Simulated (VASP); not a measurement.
# Ta: relaxation of volume and atoms at fixed shape with PBEsol

The system is Ta.

```
Ta
1.0
     2.90037    0.00000    0.00000
    -1.45019    2.51180    0.00000
     0.00000    0.00000    5.16627
Ta
2
Direct
  0.66667 0.33333 0.75000
  0.33333 0.66667 0.25000
```

| Item | Value |
| --- | --- |
| Program | VASP 6.6.1 |
| Task | relaxation of volume and atoms at fixed shape |
| Functional | PBEsol |
| Potentials or basis | VASP PAW PBE potentials, release 64 (Ta_pv) |
| Cutoff | 600 eV |
| k mesh | 13 × 13 × 7 |
| Occupations | methfessel-paxton, width 0.05 eV |
| Spin | no spin polarisation |
| Dipole correction | no |
| Further INCAR settings | ALGO = Normal; EDIFF = 1e-07; IBRION = 2; EDIFFG = -0.01; NSW = 80; ISIF = 8 |

The relaxed volume is 18.12 Å³/atom. The relaxed cell is a = 2.864 Å, b = 2.864 Å, c = 5.101 Å, α = 90.00°, β = 90.00°, γ = 120.00°. The space group after relaxing (to 0.05 Å) is P6_3/mmc (No. 194), the energy gained by relaxing is 16.0 meV/atom and the ionic steps are 4. The pressure after relaxing is 0.0 GPa and the band gap on the k mesh is zero (band 11 reaches 6.89 eV, above the bottom of band 12 at 5.15 eV).

Stress tensor (GPa, compression positive):
```
 0.32  0.00  0.00
 0.00  0.32  0.00
 0.00  0.00 -0.67
```

Step by step:
| step | energy change (eV) | largest force (eV/Å) | pressure (GPa) | volume (Å³) |
| --- | --- | --- | --- | --- |
| 1 | 0.0000 | 0.0000 | -7.05 | 37.64 |
| 2 | 0.1368 | 0.0000 | 19.92 | 33.30 |
| 3 | -0.0319 | 0.0000 | -0.18 | 36.26 |
| 4 | -0.0319 | 0.0000 | -0.01 | 36.23 |

Final structure:
```yaml
crystal:
  lattice:
    - [2.86387, 0.00000, 0.00000]
    - [-1.43194, 2.48019, 0.00000]
    - [0.00000, 0.00000, 5.10126]
  atoms:
    - { symbol: Ta, position: [0.66667, 0.33333, 0.75000] }
    - { symbol: Ta, position: [0.33333, 0.66667, 0.25000] }
```

Levels at points of the mesh, in eV from the Fermi level:
| k point | band 9 | band 10 | band 11 | band 12 | band 13 | band 14 |
| --- | --- | --- | --- | --- | --- | --- |
| (0.00, 0.00, 0.00) | -0.59 | 0.03 | 0.62 | 0.62 | 1.21 | 1.21 |

It took 97 s on 1 thread of Intel(R) Xeon(R) Platinum 8259CL CPU @ 2.50GHz (Skylake/Cascade Lake), with other jobs on the host, peak memory 0.21 GiB.

Caveat: the PAW data sets were made with another functional, which shifts forces and pressure a little; spin-orbit coupling is left out, which moves the levels of the heavy elements.
